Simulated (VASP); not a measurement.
# Te (P3_121) in VASP: further runs

The runs below take Te through electric field gradients, with r2SCAN.

Everything below comes from runs of VASP 6.6.1. Logs are shortened: lines on timing, memory, paths and dates and some standing lists are left out, and cuts for length are marked.

## Step 1: The cell of the first run

Symmetry: P3_121, No. 152, trigonal system. Conventional cell: a = 4.601 Å, b = 4.601 Å, c = 5.900 Å, α = 90.00°, β = 90.00°, γ = 120.00°. Te (site symmetry 2) has 6 Te at 2.84 to 3.59 Å within 3.7 Å.

## Step 2: Electric field gradients, r2SCAN

POSCAR reads:

```
Te
1.0
    4.6013525159      0.0000000000      0.0000000000
   -2.3006762580      3.9848881706      0.0000000000
    0.0000000000      0.0000000000      5.9000620010
Te
3
Direct
    0.2566971700      0.0000000000      0.3333333333
    0.0000000000      0.2566971700      0.6666666667
    0.7433028300      0.7433028300      0.0000000000
```

INCAR.step1 reads:

```
SYSTEM = Te
ALGO = Normal ; EDIFF = 1E-4
ENCUT = 520 ; GGA = PE
ISMEAR = -1 ; LASPH = .TRUE.
LCHARG = .FALSE. ; LREAL = .FALSE.
LWAVE = .TRUE. ; NBANDS = 16
NELM = 100 ; PREC = Accurate
SIGMA = 0.05
```

INCAR.step2 reads:

```
SYSTEM = Te
ALGO = Normal ; EDIFF = 1E-8
ENCUT = 520 ; ISIF = 2
ISMEAR = -1 ; ISTART = 1
LASPH = .TRUE. ; LCHARG = .FALSE.
LEFG = .TRUE. ; LMIXTAU = .TRUE.
LREAL = .FALSE. ; LWAVE = .FALSE.
METAGGA = R2SCAN ; NBANDS = 16
NELM = 100 ; PREC = Accurate
SIGMA = 0.05
```

KPOINTS reads:

```
k-points
0
G
  8 8 5
  0 0 0
```

Potentials or basis: VASP PAW PBE potentials, release 64 (Te).

Launch:

```bash
$ cat potpaw_PBE.64/Te/POTCAR > POTCAR
$ cp INCAR.step1 INCAR
$ mpirun -np 1 vasp_std > vasp.out
$ cp INCAR.step2 INCAR
$ mpirun -np 1 vasp_std > vasp.out
```

OUTCAR:

```text
SYSTEM = Te
   EDIFF = 1E-8
   ENCUT = 520
   ISIF = 2
   ISMEAR = -1
   ISTART = 1
   LASPH = .TRUE.
   LREAL = .FALSE.
   METAGGA = R2SCAN
   NELM = 100
   PREC = Accurate

 ion  position               nearest neighbor table
   1  0.257  0.000  0.333-   3 2.84   2 2.84   3 3.59   3 3.59   2 3.59   2 3.59
   2  0.000  0.257  0.667-   3 2.84   1 2.84   3 3.59   3 3.59   1 3.59   1 3.59
   3  0.743  0.743  0.000-   1 2.84   2 2.84   2 3.59   1 3.59   2 3.59   1 3.59

  LATTYP: Found a hexagonal cell.
 ALAT       =     4.6013525159
 C/A-ratio  =     1.2822451617

  Lattice vectors:

 A1 = (   4.6013525159,   0.0000000000,   0.0000000000)
 A2 = (  -2.3006762580,   3.9848881706,   0.0000000000)
 A3 = (   0.0000000000,   0.0000000000,   5.9000620010)

Analysis of symmetry for initial positions (statically):
=====================================================================
 Subroutine PRICEL returns:
 Original cell was already a primitive cell.

 Routine SETGRP: Setting up the symmetry group for a
 hexagonal supercell.

 Subroutine GETGRP returns: Found  6 space group operations
 (whereof  2 operations were pure point group operations)
 out of a pool of 24 trial point group operations.

The static configuration has the point symmetry C_2 .
 The point group associated with its full space group is D_3 .

Analysis of symmetry for dynamics (positions and initial velocities):
=====================================================================
 Subroutine PRICEL returns:
 Original cell was already a primitive cell.

 Routine SETGRP: Setting up the symmetry group for a
 hexagonal supercell.

 Subroutine GETGRP returns: Found  6 space group operations
 (whereof  2 operations were pure point group operations)
 out of a pool of 24 trial point group operations.

The dynamic configuration has the point symmetry C_2 .
 The point group associated with its full space group is D_3 .

 Subroutine INISYM returns: Found  6 space group operations
 (whereof  2 operations are pure point group operations),
 and found     1 'primitive' translations

----------------------------------------------------------------------------------------
[... 130 lines left out ...]
 NGX is ok and might be reduce to    36
   NGX = 17   NGY = 17   NGZ = 21

 number of electron      17.9999999 magnetization

 Free energy of the ion-electron system (eV)
  ---------------------------------------------------
  ext. energy  EPLUGINS =         0.00000000
  ---------------------------------------------------
  free energy    TOTEN  =       -76.24658634 eV

  energy without entropy =      -76.24657836  energy(sigma->0) =      -76.24658235

 E-fermi :   5.3955     XC(G=0):  -9.1856

 val. band max:        4.8898520394   @ k =  -0.1250   0.5000   0.4000
 cond. band min:       5.8136136325   @ k =   0.0000   0.0000   0.4000
 fundamental gap:      0.9237615931
 Fermi energy:         5.3955233142

 k-point     1 :       0.0000    0.0000    0.0000
  band No.  band energies     occupation
      1      -8.8509      2.00000
      2      -5.4301      2.00000
      3      -5.4301      2.00000
      4       1.8225      2.00000
      5       2.0766      2.00000
      6       2.0766      2.00000
[... 433 lines left out ...]
      3      -5.1418      2.00000
      4       0.0849      2.00000
      5       0.6049      2.00000
      6       1.6296      2.00000
[... 8 lines left out ...]
     15      12.9515      0.00000
     16      13.3535      0.00000

 [... further k-points ...]
[... 5 lines left out ...]
  --------------------------------------------------------------------------------------
  -------------------------------------------------------------------------------------
  Total       -0.0267271     -0.0267271      0.0280703      0.0000000      0.0000000      0.0000000
  in kB       -0.3958261     -0.3958261      0.4157191      0.0000000      0.0000000      0.0000000
  external PRESSURE =      -0.1253111 kB  Pullay stress =       0.0000000 kB

 VOLUME and BASIS-vectors are now :
 -----------------------------------------------------------------------------
  energy-cutoff  :      520.00
  volume of cell :      108.18
      direct lattice vectors                 reciprocal lattice vectors
     4.601352516  0.000000000  0.000000000     0.217327405  0.125474036  0.000000000
    -2.300676258  3.984888171  0.000000000     0.000000000  0.250948071  0.000000000
     0.000000000  0.000000000  5.900062001     0.000000000  0.000000000  0.169489744

 POSITION                                       TOTAL-FORCE (eV/Angst)
 -----------------------------------------------------------------------------------
      1.18115      0.00000      1.96669        -0.024094     -0.000000      0.000000
     -0.59058      1.02291      3.93337         0.012047     -0.020866      0.000000
      1.71010      2.96198      0.00000         0.012047      0.020866     -0.000000
 -----------------------------------------------------------------------------------
    total drift:                               -0.000000     -0.000001      0.000000

  FREE ENERGIE OF THE ION-ELECTRON SYSTEM (eV)
  ---------------------------------------------------
  free  energy   TOTEN  =       -76.2465863408 eV

  energy  without entropy=      -76.2465783609  energy(sigma->0) =      -76.24658235

 Electric field gradients (V/A^2)
---------------------------------------------------------------------
 ion       V_xx      V_yy      V_zz      V_xy      V_xz      V_yz
---------------------------------------------------------------------
   1     218.621  -444.877   226.255     0.000    -0.000   400.492
   2    -279.002    52.747   226.255  -287.303  -346.836  -200.246
   3    -279.002    52.747   226.256   287.303   346.836  -200.246
---------------------------------------------------------------------

 Electric field gradients after diagonalization (V/A^2)
 (convention: |V_zz| > |V_xx| > |V_yy|)
----------------------------------------------------------------------
 ion       V_xx      V_yy      V_zz     asymmetry (V_yy - V_xx)/ V_zz
----------------------------------------------------------------------
   1     413.182   218.621  -631.803       0.308
   2     413.182   218.621  -631.803       0.308
   3     413.182   218.621  -631.803       0.308
----------------------------------------------------------------------

           NMR quadrupolar parameters

 Cq : quadrupolar parameter    Cq=e*Q*V_zz/h
 eta: asymmetry parameters     (V_yy - V_xx)/ V_zz
 Q  : nuclear electric quadrupole moment in mb (millibarn)
----------------------------------------------------------------------
 ion       Cq(MHz)       eta       Q (mb)
----------------------------------------------------------------------
   1      -1.528       0.308       1.000
   2      -1.528       0.308       1.000
   3      -1.528       0.308       1.000
----------------------------------------------------------------------
```

OSZICAR.step1:

```text
N       E                     dE             d eps       ncg     rms          rms(c)
DAV:   1     0.722491721373E+02    0.72249E+02   -0.63420E+03  1280   0.887E+02
DAV:   2    -0.474852986363E+01   -0.76998E+02   -0.73386E+02  1672   0.135E+02
DAV:   3    -0.935575078863E+01   -0.46072E+01   -0.45890E+01  1600   0.368E+01
DAV:   4    -0.944246783301E+01   -0.86717E-01   -0.86711E-01  1960   0.578E+00
DAV:   5    -0.944324486707E+01   -0.77703E-03   -0.77703E-03  1752   0.482E-01    0.115E+01
DAV:   6    -0.942180176368E+01    0.21443E-01   -0.20347E-02  1576   0.834E-01    0.733E+00
DAV:   7    -0.941781689170E+01    0.39849E-02   -0.46744E-02  1600   0.128E+00    0.309E-01
DAV:   8    -0.941691767594E+01    0.89922E-03   -0.84068E-03  1488   0.497E-01    0.174E-01
DAV:   9    -0.941695428518E+01   -0.36609E-04   -0.24288E-04  1864   0.982E-02
   1 F= -.94169543E+01 E0= -.94169388E+01  d E =-.309267E-04
```

Wall time 2.4 min (1 thread of Intel Xeon 6975P-C (Granite Rapids), shared host); peak memory 0.27 GiB.

What came out:

```yaml
Free_energy: -76.2466 eV
Pressure: 0.0 GPa
Largest_force: 0.024 eV/Å
Band_gap_on_the_k_mesh: 0.92 eV, indirect (least direct gap 1.11 eV)
```

Forces in eV/Å, atoms in the order of the input:
```
Te  -0.024  0.000  0.000
Te   0.012 -0.021  0.000
Te   0.012  0.021  0.000
```

Stress tensor (GPa, compression positive):
```
-0.04  0.00  0.00
 0.00 -0.04  0.00
 0.00  0.00  0.04
```

Electric field gradients, principal values (V/Å²):
```
atom    least   middle  greatest (by size)
1 Te  218.621  413.182            -631.803
2 Te  218.621  413.182            -631.803
3 Te  218.621  413.182            -631.803
```

Caveat: without QUAD_EFG the Cq values of the log hold for a quadrupole moment of 1 mb, not for the nuclei; the PAW data sets were made with another functional, which shifts forces and pressure a little; spin-orbit coupling is left out, which moves the levels of the heavy elements.

## Step 3: Electric field gradients, r2SCAN

POSCAR is that of step 2.

INCAR.step1 reads:

```
PREC     = Accurate       # precision mode
ENCUT    = 520            # plane-wave cutoff, eV
ISMEAR   = 1              # smearing method
SIGMA    = 0.129          # smearing width, eV
LREAL    = F              # projectors in reciprocal space
LASPH    = T              # aspherical terms in the spheres
NELM     = 60             # most SCF steps
NBANDS   = 16             # bands
GGA      = PE             # functional
ALGO     = Normal         # electronic algorithm
EDIFF    = 1E-4           # SCF threshold, eV
LWAVE    = T              # write WAVECAR
LCHARG   = F              # write CHGCAR
```

INCAR.step2 reads:

```
PREC     = Accurate       # precision mode
ENCUT    = 520            # plane-wave cutoff, eV
EDIFF    = 1E-8           # SCF threshold, eV
ISMEAR   = 1              # smearing method
SIGMA    = 0.129          # smearing width, eV
LREAL    = F              # projectors in reciprocal space
LASPH    = T              # aspherical terms in the spheres
NELM     = 60             # most SCF steps
ALGO     = Normal         # electronic algorithm
ISIF     = 2              # what is computed and relaxed
LWAVE    = F              # write WAVECAR
LCHARG   = F              # write CHGCAR
METAGGA  = R2SCAN         # meta-GGA
LMIXTAU  = T            
LEFG     = T            
NBANDS   = 16             # bands
ISTART   = 1
```

KPOINTS reads:

```
Automatic mesh
0
Gamma
  8 8 5
```

Potentials or basis: VASP PAW PBE potentials, release 64 (Te).

Launch:

```bash
$ cat potpaw_PBE.64/Te/POTCAR > POTCAR
$ cp INCAR.step1 INCAR
$ mpirun -np 1 vasp_std > vasp.out
$ cp INCAR.step2 INCAR
$ mpirun -np 1 vasp_std > vasp.out
```

OUTCAR:

```text
PREC = Accurate
   ENCUT = 520
   EDIFF = 1E-8
   ISMEAR = 1
   LREAL = F
   LASPH = T
   NELM = 60
   ISIF = 2
   METAGGA = R2SCAN
   ISTART = 1

 ion  position               nearest neighbor table
   1  0.257  0.000  0.333-   3 2.84   2 2.84   3 3.59   3 3.59   2 3.59   2 3.59
   2  0.000  0.257  0.667-   3 2.84   1 2.84   3 3.59   3 3.59   1 3.59   1 3.59
   3  0.743  0.743  0.000-   1 2.84   2 2.84   2 3.59   1 3.59   2 3.59   1 3.59

  LATTYP: Found a hexagonal cell.
 ALAT       =     4.6013525159
 C/A-ratio  =     1.2822451617

  Lattice vectors:

 A1 = (   4.6013525159,   0.0000000000,   0.0000000000)
 A2 = (  -2.3006762580,   3.9848881706,   0.0000000000)
 A3 = (   0.0000000000,   0.0000000000,   5.9000620010)

Analysis of symmetry for initial positions (statically):
=====================================================================
 Subroutine PRICEL returns:
 Original cell was already a primitive cell.

 Routine SETGRP: Setting up the symmetry group for a
 hexagonal supercell.

 Subroutine GETGRP returns: Found  6 space group operations
 (whereof  2 operations were pure point group operations)
 out of a pool of 24 trial point group operations.

The static configuration has the point symmetry C_2 .
 The point group associated with its full space group is D_3 .

Analysis of symmetry for dynamics (positions and initial velocities):
=====================================================================
 Subroutine PRICEL returns:
 Original cell was already a primitive cell.

 Routine SETGRP: Setting up the symmetry group for a
[... 166 lines left out ...]
  band No.  band energies     occupation
      1      -8.8509      2.00000
      2      -5.4301      2.00000
      3      -5.4301      2.00000
      4       1.8225      2.00000
      5       2.0766      2.00000
      6       2.0766      2.00000
[... 433 lines left out ...]
      3      -5.1418      2.00000
      4       0.0849      2.00000
      5       0.6049      2.00000
      6       1.6296      2.00000
[... 8 lines left out ...]
     15      12.9515      0.00000
     16      13.3535      0.00000

 [... further k-points ...]
[... 5 lines left out ...]
  --------------------------------------------------------------------------------------
  -------------------------------------------------------------------------------------
  Total       -0.0264313     -0.0264313      0.0273150      0.0000000      0.0000000      0.0000000
  in kB       -0.3914457     -0.3914457      0.4045324      0.0000000      0.0000000      0.0000000
  external PRESSURE =      -0.1261197 kB  Pullay stress =       0.0000000 kB

 VOLUME and BASIS-vectors are now :
 -----------------------------------------------------------------------------
  energy-cutoff  :      520.00
  volume of cell :      108.18
      direct lattice vectors                 reciprocal lattice vectors
     4.601352516  0.000000000  0.000000000     0.217327405  0.125474036  0.000000000
    -2.300676258  3.984888171  0.000000000     0.000000000  0.250948071  0.000000000
     0.000000000  0.000000000  5.900062001     0.000000000  0.000000000  0.169489744

 POSITION                                       TOTAL-FORCE (eV/Angst)
 -----------------------------------------------------------------------------------
      1.18115      0.00000      1.96669        -0.024045     -0.000000      0.000000
     -0.59058      1.02291      3.93337         0.012022     -0.020823     -0.000000
      1.71010      2.96198      0.00000         0.012022      0.020823     -0.000000
 -----------------------------------------------------------------------------------
    total drift:                               -0.000000     -0.000001      0.000000

  FREE ENERGIE OF THE ION-ELECTRON SYSTEM (eV)
  ---------------------------------------------------
  free  energy   TOTEN  =       -76.2458813727 eV

  energy  without entropy=      -76.2466178676  energy(sigma->0) =      -76.24612687

 Electric field gradients (V/A^2)
---------------------------------------------------------------------
 ion       V_xx      V_yy      V_zz      V_xy      V_xz      V_yz
---------------------------------------------------------------------
   1     218.591  -444.851   226.259     0.000    -0.000   400.524
   2    -278.990    52.731   226.259  -287.279  -346.864  -200.262
   3    -278.990    52.731   226.260   287.279   346.864  -200.262
---------------------------------------------------------------------

 Electric field gradients after diagonalization (V/A^2)
 (convention: |V_zz| > |V_xx| > |V_yy|)
----------------------------------------------------------------------
 ion       V_xx      V_yy      V_zz     asymmetry (V_yy - V_xx)/ V_zz
----------------------------------------------------------------------
   1     413.214   218.591  -631.805       0.308
   2     413.214   218.591  -631.805       0.308
   3     413.214   218.591  -631.805       0.308
----------------------------------------------------------------------

           NMR quadrupolar parameters

 Cq : quadrupolar parameter    Cq=e*Q*V_zz/h
 eta: asymmetry parameters     (V_yy - V_xx)/ V_zz
 Q  : nuclear electric quadrupole moment in mb (millibarn)
----------------------------------------------------------------------
 ion       Cq(MHz)       eta       Q (mb)
----------------------------------------------------------------------
   1      -1.528       0.308       1.000
   2      -1.528       0.308       1.000
   3      -1.528       0.308       1.000
----------------------------------------------------------------------
```

OUTCAR.step1:

```text
PREC = Accurate
   ENCUT = 520
   ISMEAR = 1
   LREAL = F
[... 685 lines left out ...]
      1.18115      0.00000      1.96669         0.217751     -0.000000      0.000000
     -0.59058      1.02291      3.93337        -0.108875      0.188578      0.000000
      1.71010      2.96198      0.00000        -0.108875     -0.188578      0.000000
 -----------------------------------------------------------------------------------
    total drift:                                0.000000     -0.000000      0.000000

  FREE ENERGIE OF THE ION-ELECTRON SYSTEM (eV)
  ---------------------------------------------------
  free  energy   TOTEN  =        -9.4162456455 eV

  energy  without entropy=       -9.4169939087  energy(sigma->0) =       -9.41649507
```

Wall time 2.4 min (1 thread of Intel Xeon 6975P-C (Granite Rapids), shared host); peak memory 0.27 GiB.

Results:

```
Free energy            : -76.2459 eV
Pressure               : 0.0 GPa
Largest force          : 0.024 eV/Å
Band gap on the k mesh : 0.92 eV, indirect (least direct gap 1.11 eV)
```

Forces on the atoms (eV/Å):
```
Te  -0.024  0.000  0.000
Te   0.012 -0.021  0.000
Te   0.012  0.021  0.000
```

Stress tensor (GPa, compression positive):
```
-0.04  0.00  0.00
 0.00 -0.04  0.00
 0.00  0.00  0.04
```

Electric field gradients, principal values (V/Å²):
```
atom    least   middle  greatest (by size)
1 Te  218.591  413.214            -631.805
2 Te  218.591  413.214            -631.805
3 Te  218.591  413.214            -631.805
```

Caveat: without QUAD_EFG the Cq values of the log hold for a quadrupole moment of 1 mb, not for the nuclei; the PAW data sets were made with another functional, which shifts forces and pressure a little; spin-orbit coupling is left out, which moves the levels of the heavy elements. r2SCAN opens gaps a little over a GGA but as a rule still falls short of measured ones.
